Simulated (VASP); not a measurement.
C5N: single point with PBE+D3(BJ)

C5N, a slab with vacuum:

```
CELL_PARAMETERS angstrom
3.64732 0.00000 0.00000
-1.66588 3.93102 0.00000
0.00000 0.00000 23.13096
ATOMIC_POSITIONS crystal
C 0.50018 0.33339 0.17293
C 0.49982 0.66661 0.17293
C 0.50018 0.83339 0.22621
C 0.49982 0.16661 0.22621
C 0.50002 0.33532 0.27947
C 0.49998 0.66468 0.27947
C 0.50013 0.83665 0.33297
C 0.49987 0.16335 0.33297
C 0.49976 0.35443 0.38178
C 0.50024 0.64557 0.38178
N 0.49976 0.35443 0.49851
N 0.49976 0.35443 0.54606
```

```json
{"Program": "VASP 6.6.1", "Task": "single point", "Functional": "PBE", "Dispersion": "D3(BJ)", "Potentials or basis": "VASP PAW PBE potentials, release 64 (C, N)", "Cutoff": "520 eV", "k mesh": "8 × 7 × 1", "Occupations": "gaussian, width 0.05 eV", "Spin": "no spin polarisation", "Dipole correction": "yes", "Further INCAR settings": "ALGO = Normal; EDIFF = 1e-06; NBANDS = 37"}
```

```json
{
  "Largest force": "6.784 eV/Å",
  "Band gap on the k mesh": "zero (bands 25 and 26 overlap by 0.75 eV)",
  "Dispersion energy per atom": "-0.108 eV"
}
```

Forces in eV/Å, atoms in the order of the input:
```
C   -2.628  6.150  1.134
C    2.628 -6.150  1.134
C   -0.156  0.372 -1.179
C    0.163 -0.390 -1.175
C   -0.002  0.013 -0.003
C   -0.022  0.042 -0.025
C    0.035 -0.083 -0.078
C    0.029 -0.066  0.043
C   -0.031  0.067 -0.478
C   -0.092  0.219 -0.063
N    0.094 -0.219 -1.557
N   -0.019  0.045  2.246
```

Levels at points of the mesh, in eV from the Fermi level:
```
           k point  band 23  band 24  band 25  band 26  band 27  band 28
(0.00, 0.00, 0.00)    -1.37    -1.32     0.63     0.69     1.27     1.75
(0.50, 0.00, 0.00)    -1.07    -0.74     0.07     1.12     1.31     1.93
```

Wall time 4.7 min on 1 thread of Intel(R) Xeon(R) 6975P-C (Granite Rapids), with other jobs on the host, peak memory 0.56 GiB.

Caveat: the standard files for N, O and F lose accuracy on very short bonds.
